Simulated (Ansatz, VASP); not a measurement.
**BeS in VASP and in Ansatz**

Contents of POSCAR:

```
BeS
1.0
    0.0000000000      2.4676566368      2.4343066359
    2.4343066359      0.0000000000      2.4343066359
    2.4343066359      2.4676566368      0.0000000000
Be S
1 1
Direct
    0.0000000000      0.0000000000      0.0000000000
    0.2500000000      0.2500000000      0.2500000000
```

Contents of INCAR.step1:

```
SYSTEM = BeS
ALGO = Normal
EDIFF = 1E-5
ENCUT = 520
GGA = PE
ISIF = 2
ISMEAR = 0
LASPH = .TRUE.
LREAL = .FALSE.
LWAVE = .TRUE.
NBANDS = 11
NELM = 100
PREC = Accurate
SIGMA = 0.01
```

INCAR.step2

```
SYSTEM = BeS
ALGO = Normal
EDIFF = 1E-7
ENCUT = 520
GGA = PE
HFSCREEN = 0.2079
ISIF = 2
ISMEAR = 0
ISTART = 1
LASPH = .TRUE.
LCHARG = .TRUE.
LELF = .TRUE.
LHFCALC = .TRUE.
LREAL = .FALSE.
LVHAR = .TRUE.
LWAVE = .FALSE.
NBANDS = 11
NELM = 100
PREC = Accurate
PRECFOCK = Normal
SIGMA = 0.01
```

The input KPOINTS:

```
k-points
0
G
  6 6 6
  0 0 0
```

Input for Ansatz:

```yaml
crystal:
  lattice:
    - [0.0, 2.4676566368, 2.4343066359]
    - [2.4343066359, 0.0, 2.4343066359]
    - [2.4343066359, 2.4676566368, 0.0]
  atoms:
    - { symbol: Be, position: [0.0, 0.0, 0.0] }
    - { symbol: S, position: [0.25, 0.25, 0.25] }
kpoints:
  mp_grid: { grid: [6, 6, 6] }
  band_path:
    path:
      - [0.0, 0.0, 0.0]
      - [-0.5, -0.5, 0.0]
      - [-0.375, -0.375, 0.25]
      - [-0.375, 0.0, 0.375]
      - [0.0, 0.0, 0.5]
      - [-0.5, -0.25, 0.25]
      - [-0.0375, 0.0, 0.0375]
      - [0.0, 0.5, 0.5]
    npoints: 1
hamiltonian:
  xc: hse06
scf:
  occupations: { method: fixed }
  n_extra_bands: 4
output:
  forces: true
  stress: true
  eigenvalues: true
```

Change from the starting cell: uniaxial_y strain +1.4%.

Alike in both runs: task single point; functional HSE06; k mesh 6 × 6 × 6; no spin polarisation.

```csv
,VASP,Ansatz
version,VASP 6.6.1,Ansatz 0.2.0
potentials or method,"VASP PAW PBE potentials, release 64 (Be, S)","plane waves, PAW"
plane-wave cutoff (eV),520,420
occupations,"gaussian, width 0.01 eV",fixed
valence electrons in the cell,8,8
```

|  | VASP | Ansatz | Ansatz less VASP |
| --- | --- | --- | --- |
| gap on the k mesh at the Fermi level (eV) | 4.05 | 4.06 | +0.009 |
| pressure (GPa) | -2.3 | -2.2 | +0.13 |
| traceless stress, the component that is largest in VASP (GPa) | -0.94 | -0.94 | 0.000 |

Ansatz's warnings: stress exchange threshold loose, stress scf threshold loose.
